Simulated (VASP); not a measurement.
# SrSi3 (P6_3/mmc) in VASP: notebook

Runs on SrSi3. Level: PBE. Tasks: single point, relaxation of cell and atoms.

All numbers are computed with VASP 6.6.1; they aren't measurements. Logs are shortened: lines on timing, memory, paths and dates and some standing lists are left out, and cuts for length are marked.

## Step 1: The cell of the first run

Symmetry: P6_3/mmc, No. 194, hexagonal system. The conventional cell has a = 6.524 Å, b = 6.524 Å, c = 4.656 Å, α = 90.00°, β = 90.00°, γ = 120.00°. Sr (site symmetry -6m2) has 12 Si at 3.29 to 3.30 Å within 4.3 Å. Within 3.3 Å of Si (site symmetry mm2) lie 6 Si at 2.47 to 2.73 Å and 4 Sr at 3.29 to 3.30 Å.

## Step 2: Single point, PBE

Contents of INCAR:

```
PREC = Accurate ; ENCUT = 520
EDIFF = 1E-6 ; ISMEAR = 0
SIGMA = 0.1 ; LREAL = False
LASPH = True ; NELM = 80
ALGO = Normal ; ISIF = 2
LWAVE = False ; LCHARG = False
GGA = PE ; NBANDS = 32
```

Contents of KPOINTS:

```
Automatic mesh
0
Gamma
  6 6 8
```

Contents of POSCAR:

```
SrSi3
1.0
    6.5239107221      0.0000000000      0.0000000000
   -3.2619553610      5.6498724174      0.0000000000
    0.0000000000      0.0000000000      4.6557691667
Sr Si
2 6
Direct
    0.3333333333      0.6666666667      0.2500000000
    0.6666666667      0.3333333333      0.7500000000
    0.8736493362      0.7472986723      0.2500000000
    0.1263506638      0.8736493362      0.7500000000
    0.2527013277      0.1263506638      0.2500000000
    0.1263506638      0.2527013277      0.7500000000
    0.8736493362      0.1263506638      0.2500000000
    0.7472986723      0.8736493362      0.7500000000
```

Potentials or basis: VASP PAW PBE potentials, release 64 (Sr_sv, Si).

On the command line:

```bash
$ cat potpaw_PBE.64/Sr_sv/POTCAR potpaw_PBE.64/Si/POTCAR > POTCAR
$ mpirun -np 1 vasp_std > vasp.out
```

OUTCAR:

```text
PREC = Accurate
   ENCUT = 520
   EDIFF = 1E-6
   ISMEAR = 0
   LREAL = False
   LASPH = True
   NELM = 80
   ISIF = 2
   GGA = PE

 ion  position               nearest neighbor table
   1  0.333  0.667  0.250-   3 3.29   5 3.29   7 3.29   7 3.29   3 3.29   5 3.29   4 3.30   4 3.30
                             8 3.30   8 3.30   6 3.30   6 3.30   2 4.43   2 4.43   2 4.43   2 4.43
   2  0.667  0.333  0.750-   6 3.29   8 3.29   4 3.29   4 3.29   6 3.29   8 3.29   7 3.30   7 3.30
                             5 3.30   5 3.30   3 3.30   3 3.30   1 4.43   1 4.43   1 4.43   1 4.43
   3  0.874  0.747  0.250-   7 2.47   5 2.47   4 2.73   4 2.73   8 2.73   8 2.73   1 3.29   1 3.29
                             2 3.30   2 3.30
   4  0.126  0.874  0.750-   8 2.47   6 2.47   3 2.73   3 2.73   5 2.73   5 2.73   2 3.29   2 3.29
                             1 3.30   1 3.30
   5  0.253  0.126  0.250-   7 2.47   3 2.47   4 2.73   4 2.73   6 2.73   6 2.73   1 3.29   1 3.29
                             2 3.30   2 3.30
   6  0.126  0.253  0.750-   4 2.47   8 2.47   7 2.73   7 2.73   5 2.73   5 2.73   2 3.29   2 3.29
                             1 3.30   1 3.30
   7  0.874  0.126  0.250-   5 2.47   3 2.47   6 2.73   6 2.73   8 2.73   8 2.73   1 3.29   1 3.29
                             2 3.30   2 3.30
   8  0.747  0.874  0.750-   4 2.47   6 2.47   7 2.73   7 2.73   3 2.73   3 2.73   2 3.29   2 3.29
                             1 3.30   1 3.30

  LATTYP: Found a hexagonal cell.
 ALAT       =     6.5239107221
 C/A-ratio  =     0.7136469773

  Lattice vectors:

 A1 = (   6.5239107221,   0.0000000000,   0.0000000000)
 A2 = (  -3.2619553610,   5.6498724174,   0.0000000000)
 A3 = (   0.0000000000,   0.0000000000,   4.6557691667)

Analysis of symmetry for initial positions (statically):
=====================================================================
 Subroutine PRICEL returns:
 Original cell was already a primitive cell.

 Routine SETGRP: Setting up the symmetry group for a
 hexagonal supercell.

 Subroutine GETGRP returns: Found 24 space group operations
 (whereof 12 operations were pure point group operations)
 out of a pool of 24 trial point group operations.

The static configuration has the point symmetry D_3d.
 The point group associated with its full space group is D_6h.

Analysis of symmetry for dynamics (positions and initial velocities):
=====================================================================
 Subroutine PRICEL returns:
 Original cell was already a primitive cell.

 Routine SETGRP: Setting up the symmetry group for a
 hexagonal supercell.

 Subroutine GETGRP returns: Found 24 space group operations
 (whereof 12 operations were pure point group operations)
 out of a pool of 24 trial point group operations.

The dynamic configuration has the point symmetry D_3d.
 The point group associated with its full space group is D_6h.

 Subroutine INISYM returns: Found 24 space group operations
 (whereof 12 operations are pure point group operations),
 and found     1 'primitive' translations

----------------------------------------------------------------------------------------

                                     Primitive cell

  volume of cell :     171.6082

  direct lattice vectors                    reciprocal lattice vectors
     6.523910722  0.000000000  0.000000000     0.153282294  0.088497574  0.000000000
    -3.261955361  5.649872417  0.000000000     0.000000000  0.176995147  0.000000000
     0.000000000  0.000000000  4.655769167     0.000000000  0.000000000  0.214787281

  length of vectors
     6.523910722  6.523910722  4.655769167     0.176995147  0.176995147  0.214787281

  position of ions in fractional coordinates (direct lattice)
     0.333333333  0.666666667  0.250000000
     0.666666667  0.333333333  0.750000000
     0.873649336  0.747298672  0.250000000
     0.126350664  0.873649336  0.750000000
     0.252701328  0.126350664  0.250000000
     0.126350664  0.252701328  0.750000000
     0.873649336  0.126350664  0.250000000
     0.747298672  0.873649336  0.750000000

  ion indices of the primitive-cell ions
   primitive index   ion index
                 1           1
                 2           2
                 3           3
                 4           4
                 5           5
                 6           6
                 7           7
                 8           8

----------------------------------------------------------------------------------------

 KPOINTS: Automatic mesh

Automatic generation of k-mesh.
 Grid dimensions read from file:
 generate k-points for:    6    6    8

 Generating k-lattice:

  Cartesian coordinates                     Fractional coordinates (reciprocal lattice)
     0.025547049  0.014749596  0.000000000     0.166666667  0.000000000  0.000000000
     0.000000000  0.029499191  0.000000000     0.000000000  0.166666667  0.000000000
     0.000000000  0.000000000  0.026848410     0.000000000  0.000000000  0.125000000

  Length of vectors
     0.029499191  0.029499191  0.026848410

  Shift w.r.t. Gamma in fractional coordinates (k-lattice)
     0.000000000  0.000000000  0.000000000

 Subroutine IBZKPT returns following result:
 ===========================================

 Found     35 irreducible k-points:

 Following reciprocal coordinates:
            Coordinates               Weight
  0.000000  0.000000  0.000000      1.000000
  0.166667 -0.000000  0.000000      6.000000
  0.333333  0.000000  0.000000      6.000000
  0.500000  0.000000  0.000000      3.000000
  0.166667  0.166667  0.000000      6.000000
  0.333333  0.166667  0.000000     12.000000
[... 16 lines left out ...]
  0.166667 -0.000000  0.375000     12.000000
  0.333333  0.000000  0.375000     12.000000
 [... further k-points ...]
   k-points           NKPTS =     35   k-points in BZ     NKDIM =     35   number of bands    NBANDS=     32
   number of dos      NEDOS =    301   number of ions     NIONS =      8
   total plane-waves  NPLWV =  90000
   dimension x,y,z NGX =    50 NGY =   50 NGZ =   36
   dimension x,y,z NGXF=   100 NGYF=  100 NGZF=   72
   ions per type =               2   6
   NGX,Y,Z   is equivalent  to a cutoff of  12.74, 12.74, 12.85 a.u.
   NGXF,Y,Z  is equivalent  to a cutoff of  25.48, 25.48, 25.71 a.u.
 SYSTEM =  unknown system
   PREC   = accura    normal or accurate (medium, high low for compatibility)
   ISTART =      0    job   : 0-new  1-cont  2-samecut
   ICHARG =      2    charge: 1-file 2-atom 10-const
   ISPIN  =      1    spin polarized calculation?
   LNONCOLLINEAR =      F non collinear calculations
   LSORBIT =      F    spin-orbit coupling
   LASPH  =      T    aspherical Exc in radial PAW
   ENCUT  =  520.0 eV  38.22 Ry    6.18 a.u.  12.13 12.13  8.66*2*pi/ulx,y,z
   NELM   =     80;   NELMIN=  2; NELMDL= -5     # of ELM steps
   EDIFF  = 0.1E-05   stopping-criterion for ELM
   LREAL  =      F    real-space projection
   EDIFFG = 0.1E-04   stopping-criterion for IOM
   NSW    =      0    number of steps for IOM
   IBRION =     -1    ionic relax: 0-MD 1-quasi-New 2-CG
   NFREE  =      0    steps in history (QN), initial steepest desc. (CG)
   ISIF   =      2    stress and relaxation
   ISYM   =      2    0-nonsym 1-usesym 2-fastsym
   POTIM  = 0.5000    time-step for ionic-motion
   TEBEG  =    0.0;   TEEND  =   0.0 temperature during run
   PSTRESS=    0.0 pullay stress
   NELECT =      44.0000    total number of electrons
   NUPDOWN=      -1.0000    fix difference up-down
   EMIN   =  10.00;   EMAX   =-10.00  energy-range for DOS
   EFERMI =   0.00;   METHOD = LEGACY
   ISMEAR =     0;   SIGMA  =   0.10  broadening in eV -4-tet -1-fermi 0-gaus
   EFERMI_NEDOS =   21; number of points for ismear=-14 and -15
   IALGO  =     38    algorithm
   IMIX   =      4    mixing-type and parameters
     AMIX     =   0.40;   BMIX     =  1.00
     AMIX_MAG =   1.60;   BMIX_MAG =  1.00
  volume/ion in A,a.u.               =      21.45       144.76
  Fermi-wavevector in a.u.,A,eV,Ry     =   1.040031  1.965374 14.716944  1.081665
  Thomas-Fermi vector in A             =   2.174588
   LORBIT       =      0    0 simple, 1 ext, 2 COOP (PROOUT), +10 PAW based schemes
   GGA     = PE    functional components
   LHFCALC =     F    Hartree Fock is set to
   AEXX    =    0.0000 exact exchange contribution
   IVDW    =     0    specifies the selected vdW correction
   LEPSILON=     F    determine dielectric tensor
   LRPA    =     F    only Hartree local field effects (RPA)
 non-spin polarized calculation
 Gauss-broadening in eV      SIGMA  =   0.10
  energy-cutoff  :      520.00
  volume of cell :      171.61
 maximum number of plane-waves:      4656
 NGX is ok and might be reduce to    50
   NGX = 25   NGY = 25   NGZ = 17

 number of electron      43.9999999 magnetization

 Free energy of the ion-electron system (eV)
  ---------------------------------------------------
  ext. energy  EPLUGINS =         0.00000000
  ---------------------------------------------------
  free energy    TOTEN  =       -37.12615529 eV

  energy without entropy =      -37.11359141  energy(sigma->0) =      -37.11987335

 E-fermi :   5.9973     XC(G=0):  -9.7398

 val. band max:        5.9776679298   @ k =   0.3333   0.0000   0.2500
 cond. band min:       6.0069751138   @ k =   0.1667   0.1667   0.2500
 fundamental gap:      0.0293071841
 Fermi energy:         5.9973043213

 k-point     1 :       0.0000    0.0000    0.0000
  band No.  band energies     occupation
      1     -29.4810      2.00000
      2     -29.4705      2.00000
      3     -11.6182      2.00000
      4     -11.6182      2.00000
      5     -11.5427      2.00000
      6     -11.5417      2.00000
[... 24 lines left out ...]
     31       9.4058      0.00000
     32       9.8697      0.00000

 k-point     2 :       0.1667   -0.0000    0.0000
  band No.  band energies     occupation
      1     -29.4804      2.00000
      2     -29.4711      2.00000
      3     -11.6263      2.00000
      4     -11.6210      2.00000
      5     -11.5464      2.00000
      6     -11.5391      2.00000
[... 24 lines left out ...]
     31       9.4157      0.00000
     32       9.6461      0.00000

 k-point     3 :       0.3333    0.0000    0.0000
  band No.  band energies     occupation
      1     -29.4787      2.00000
      2     -29.4727      2.00000
      3     -11.6396      2.00000
      4     -11.6304      2.00000
      5     -11.5513      2.00000
      6     -11.5298      2.00000
[... 24 lines left out ...]
     31       9.6831      0.00000
     32       9.9293      0.00000

 k-point     4 :       0.5000    0.0000    0.0000
  band No.  band energies     occupation
      1     -29.4775      2.00000
      2     -29.4740      2.00000
      3     -11.6453      2.00000
      4     -11.6368      2.00000
      5     -11.5519      2.00000
      6     -11.5224      2.00000
[... 24 lines left out ...]
     31       9.4969      0.00000
     32       9.6817      0.00000

 k-point     5 :       0.1667    0.1667    0.0000
  band No.  band energies     occupation
      1     -29.4792      2.00000
      2     -29.4722      2.00000
      3     -11.6444      2.00000
      4     -11.6173      2.00000
      5     -11.5546      2.00000
      6     -11.5325      2.00000
[... 584 lines left out ...]
     31       9.5581      0.00000
     32      10.8016      0.00000

 k-point    22 :       0.0000    0.0000    0.3750
  band No.  band energies     occupation
      1     -29.4763      2.00000
      2     -29.4723      2.00000
      3     -11.5857      2.00000
      4     -11.5857      2.00000
      5     -11.5816      2.00000
      6     -11.5602      2.00000
[... 24 lines left out ...]
     31       9.6525      0.00000
     32       9.7222      0.00000

 k-point    23 :       0.1667   -0.0000    0.3750
  band No.  band energies     occupation
      1     -29.4761      2.00000
      2     -29.4725      2.00000
      3     -11.6099      2.00000
      4     -11.5892      2.00000
      5     -11.5872      2.00000
      6     -11.5575      2.00000
[... 24 lines left out ...]
     31       9.5002      0.00000
     32       9.7796      0.00000

 k-point    24 :       0.3333    0.0000    0.3750
  band No.  band energies     occupation
      1     -29.4754      2.00000
      2     -29.4731      2.00000
      3     -11.6301      2.00000
      4     -11.6091      2.00000
      5     -11.5950      2.00000
      6     -11.5506      2.00000
[... 24 lines left out ...]
     31       9.6175      0.00000
     32       9.7257      0.00000

 [... further k-points ...]
[... 5 lines left out ...]
  --------------------------------------------------------------------------------------
  -------------------------------------------------------------------------------------
  Total        0.0324350      0.0324350      0.0767881      0.0000000      0.0000000      0.0000000
  in kB        0.3028215      0.3028215      0.7169132      0.0000000      0.0000000      0.0000000
  external PRESSURE =       0.4408521 kB  Pullay stress =       0.0000000 kB

 VOLUME and BASIS-vectors are now :
 -----------------------------------------------------------------------------
  energy-cutoff  :      520.00
  volume of cell :      171.61
      direct lattice vectors                 reciprocal lattice vectors
     6.523910722  0.000000000  0.000000000     0.153282294  0.088497574  0.000000000
    -3.261955361  5.649872417  0.000000000     0.000000000  0.176995147  0.000000000
     0.000000000  0.000000000  4.655769167     0.000000000  0.000000000  0.214787281

 POSITION                                       TOTAL-FORCE (eV/Angst)
 -----------------------------------------------------------------------------------
     -0.00000      3.76658      1.16394        -0.000000      0.000000      0.000000
      3.26196      1.88329      3.49183         0.000000      0.000000      0.000000
      3.26196      4.22214      1.16394         0.000000      0.023098     -0.000000
     -2.02550      4.93601      3.49183        -0.020004      0.011549     -0.000000
      1.23645      0.71387      1.16394        -0.020004     -0.011549      0.000000
     -0.00000      1.42773      3.49183        -0.000000     -0.023098      0.000000
      5.28746      0.71387      1.16394         0.020004     -0.011549      0.000000
      2.02550      4.93601      3.49183         0.020004      0.011549     -0.000000
 -----------------------------------------------------------------------------------
    total drift:                               -0.000000      0.000000      0.000000

  FREE ENERGIE OF THE ION-ELECTRON SYSTEM (eV)
  ---------------------------------------------------
  free  energy   TOTEN  =       -37.1261552913 eV

  energy  without entropy=      -37.1135914094  energy(sigma->0) =      -37.11987335
```

Wall time 83 s (1 thread of Intel Xeon 6975P-C (Granite Rapids), shared host); peak memory 0.38 GiB.

Results:

| Item | Value |
| --- | --- |
| Free energy | -37.1262 eV |
| Pressure | 0.0 GPa |
| Largest force | 0.023 eV/Å |
| Band gap on the k mesh | zero (band 22 reaches 7.62 eV, above the bottom of band 23 at 5.19 eV) |

Forces on the atoms (eV/Å):
```
Sr   0.000  0.000  0.000
Sr   0.000  0.000  0.000
Si   0.000  0.023  0.000
Si  -0.020  0.012  0.000
Si  -0.020 -0.012  0.000
Si   0.000 -0.023  0.000
Si   0.020 -0.012  0.000
Si   0.020  0.012  0.000
```

## Step 3: Relaxation of cell and atoms, PBE

This run uses another cell than the first one, of 19.59 Å³/atom, 0.913 times its volume.

Contents of INCAR:

```
  PREC = Accurate
  ENCUT = 600
  EDIFF = 1E-7
  ISMEAR = 0
  SIGMA = 0.1
  LREAL = False
  LASPH = True
  NELM = 80
  ALGO = Normal
  ISIF = 3
  LWAVE = False
  LCHARG = False
  GGA = PE
  IBRION = 2
  NSW = 90
  EDIFFG = -0.04
```

Contents of KPOINTS:

```
Automatic mesh
0
Gamma
  3 3 4
```

Contents of POSCAR:

```
SrSi3
1.0
    6.0864721120      0.0000000000      0.0000000000
   -3.0432360560      5.2710394684      0.0000000000
    0.0000000000      0.0000000000      4.8853329658
Sr Si
2 6
Direct
    0.3333333333      0.6666666667      0.2500000000
    0.6666666667      0.3333333333      0.7500000000
    0.8330000000      0.6660000000      0.2500000000
    0.1670000000      0.8330000000      0.7500000000
    0.3340000000      0.1670000000      0.2500000000
    0.1670000000      0.3340000000      0.7500000000
    0.8330000000      0.1670000000      0.2500000000
    0.6660000000      0.8330000000      0.7500000000
```

Potentials or basis: VASP PAW PBE potentials, release 64 (Sr_sv, Si).

On the command line:

```bash
$ cat potpaw_PBE.64/Sr_sv/POTCAR potpaw_PBE.64/Si/POTCAR > POTCAR
$ mpirun -np 1 vasp_std > vasp.out
```

It took 5.8 min on 1 thread of Intel Xeon 6975P-C (Granite Rapids), shared host; peak memory 0.33 GiB.

Results (log left out):

```
Free energy                            : -37.3018 eV
Relaxed volume                         : 21.37 Å³/atom
Relaxed cell                           : a = 6.678 Å, b = 6.678 Å, c = 4.426 Å, α = 90.00°, β = 90.00°, γ = 120.00°
Space group after relaxing (to 0.05 Å) : P6_3/mmc (No. 194)
Energy gained by relaxing              : 463.0 meV/atom
Ionic steps                            : 16
Pressure after relaxing                : 0.0 GPa
Largest force after relaxing           : 0.028 eV/Å
Band gap on the k mesh                 : zero (band 22 reaches 7.18 eV, above the bottom of band 23 at 5.06 eV)
```

Forces in eV/Å, atoms in the order of the input:
```
Sr   0.000  0.000  0.000
Sr   0.000  0.000  0.000
Si   0.000 -0.028  0.000
Si   0.024 -0.014  0.000
Si   0.024  0.014  0.000
Si   0.000  0.028  0.000
Si  -0.024  0.014  0.000
Si  -0.024 -0.014  0.000
```

The path:
| step | energy change (eV) | largest force (eV/Å) | pressure (GPa) | volume (Å³) |
| --- | --- | --- | --- | --- |
| 1 | 0.0000 | 1.6032 | 1.97 | 156.73 |
| 2 | -0.7461 | 1.5684 | -0.93 | 162.26 |
| 3 | -2.2220 | 0.9440 | -3.96 | 179.58 |
| 4 | 8.7365 | 16.0138 | 19.42 | 217.65 |
| 5 | -2.3723 | 0.6881 | -3.44 | 180.81 |
| 6 | -2.4081 | 0.5724 | -3.26 | 182.49 |
| 7 | -2.6611 | 1.0220 | 2.95 | 171.24 |
| 8 | -2.7429 | 0.4122 | 0.56 | 174.70 |
| 9 | -3.0845 | 0.6491 | -0.74 | 174.42 |
| 10 | -2.9688 | 0.5828 | 2.07 | 170.06 |
| 11 | -3.6205 | 0.1942 | -1.17 | 173.43 |
| 12 | -3.5965 | 0.3372 | 0.00 | 171.90 |
| 13 | -3.6983 | 0.0647 | -0.82 | 172.82 |
| 14 | -3.6982 | 0.0925 | -0.76 | 172.74 |
| 15 | -3.6929 | 0.2073 | 1.01 | 168.48 |
| 16 | -3.7038 | 0.0281 | -0.05 | 170.94 |

Final structure:
```xyz
8
Lattice="6.6779 0.0000 0.0000 -3.3390 5.7833 0.0000 0.0000 0.0000 4.4262" Properties=species:S:1:pos:R:3 pbc="T T T"
Sr    0.0000    3.8555    1.1065
Sr    3.3390    1.9277    3.3196
Si    3.3390    4.3231    1.1065
Si   -2.0744    5.0532    3.3196
Si    1.2645    0.7301    1.1065
Si    0.0000    1.4602    3.3196
Si    5.4134    0.7301    1.1065
Si    2.0744    5.0532    3.3196
```

Levels at points of the mesh, in eV from the Fermi level:
```
           k point  band 20  band 21  band 22  band 23  band 24  band 25
(0.00, 0.00, 0.00)    -1.96    -1.96    -0.21    -0.21     0.29     0.29
(0.00, 0.00, 0.50)    -3.77     0.72     0.72     1.98     1.98     2.63
```

Caveat: the k points lie up to 0.36 Å⁻¹ apart in the final cell.
